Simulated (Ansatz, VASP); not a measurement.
**One calculation of SnSe, two programs**

INCAR

```
PREC     = Accurate       # precision mode
ENCUT    = 500            # plane-wave cutoff, eV
EDIFF    = 1E-6           # SCF threshold, eV
ISMEAR   = -1             # smearing method
SIGMA    = 0.02           # smearing width, eV
LREAL    = F              # projectors in reciprocal space
LASPH    = T              # aspherical terms in the spheres
NELM     = 120            # most SCF steps
ALGO     = Normal         # electronic algorithm
ISIF     = 2              # what is computed and relaxed
LWAVE    = F              # write WAVECAR
LCHARG   = F              # write CHGCAR
GGA      = PE             # functional
NBANDS   = 17             # bands
GGA_COMPAT= F
```

Contents of KPOINTS:

```
Automatic mesh
0
Gamma
  8 8 8
```

The input POSCAR:

```
SnSe
1.0
    0.0000000000      3.0921765484      2.9847063180
    3.0921765484      0.0000000000      2.9847063180
    3.0921765484      3.0921765484      0.0000000000
Sn Se
1 1
Direct
    0.0000000000      0.0000000000      0.0000000000
    0.5000000000      0.5000000000      0.5000000000
```

Input for Ansatz:

```yaml
crystal:
  lattice:
    - [0.0, 3.0921765484, 2.984706318]
    - [3.0921765484, 0.0, 2.984706318]
    - [3.0921765484, 3.0921765484, 0.0]
  atoms:
    - { symbol: Sn, position: [0.0, 0.0, 0.0] }
    - { symbol: Se, position: [0.5, 0.5, 0.5] }
kpoints:
  mp_grid: { grid: [8, 8, 8] }
  band_path:
    path:
      - [0.0, 0.0, 0.0]
      - [0.5, 0.0, 0.5]
      - [0.625, 0.25, 0.625]
      - [0.375, 0.375, 0.75]
      - [0.5, 0.5, 0.5]
      - [0.5, 0.25, 0.75]
      - [0.5, 0.475, 0.525]
      - [-0.026693, 0.025716, 0.499349]
      - [-0.042969, -0.041667, 0.482992]
    npoints: 1
hamiltonian:
  xc: pbe
scf:
  occupations: { method: fermi_dirac, width: 0.02 }
  n_extra_bands: 4
output:
  forces: true
  stress: true
  eigenvalues: true
```

Change from the starting cell: epitaxial_xy strain +3.0%.

Alike in both runs: task single point; functional PBE; k mesh 8 × 8 × 8; occupations fermi-dirac, width 0.02 eV; no spin polarisation.

|  | VASP | Ansatz |
| --- | --- | --- |
| version | VASP 6.6.1 | Ansatz 0.2.0 |
| potentials or method | VASP PAW PBE potentials, release 64 (Sn_d, Se) | plane waves, PAW |
| plane-wave cutoff (eV) | 500 | 420 |
| valence electrons in the cell | 20 | 30 |

|  | VASP | Ansatz | Ansatz less VASP |
| --- | --- | --- | --- |
| pressure (GPa) | -1.1 | -1.1 | +0.02 |
| traceless stress, the component that is largest in VASP (GPa) | 2.47 | 2.46 | -0.009 |

With one functional, cell and mesh, what is left measures potentials, basis and numerics. VASP's potentials hold 20 valence electrons a cell and Ansatz's 30, so a difference there can come from the potentials and not from the codes.
